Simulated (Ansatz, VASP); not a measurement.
**One calculation of CdS, two programs**

```xyz
2
Lattice="0.0000 2.8014 2.8014 2.8014 0.0000 2.8014 2.8014 2.8014 0.0000" Properties=species:S:1:pos:R:3 pbc="T T T"
Cd    0.0000    0.0000    0.0000
S     2.8014    2.8014    2.8014
```

Alike in both runs: task single point; functional PBE; k mesh 12 × 12 × 12; occupations gaussian, width 0.01 eV; no spin polarisation.

|  | VASP | Ansatz |
| --- | --- | --- |
| version | VASP 6.6.1 | Ansatz 0.2.0 |
| potentials or method | VASP PAW PBE potentials, release 64 (Cd, S), cutoff 520 eV | scalar-relativistic, plane waves, PAW |
| valence electrons in the cell | 18 | 26 |

```tsv
	VASP	Ansatz	Ansatz less VASP
gap on the k mesh at the Fermi level (eV)	0.24	0.24	+0.010
least direct gap on the mesh (eV)	1.21	1.23	+0.021
pressure (GPa)	-3.4	-3.7	-0.28
```

VASP's potentials hold 18 valence electrons a cell and Ansatz's 26, so a difference there can come from the potentials and not from the codes.
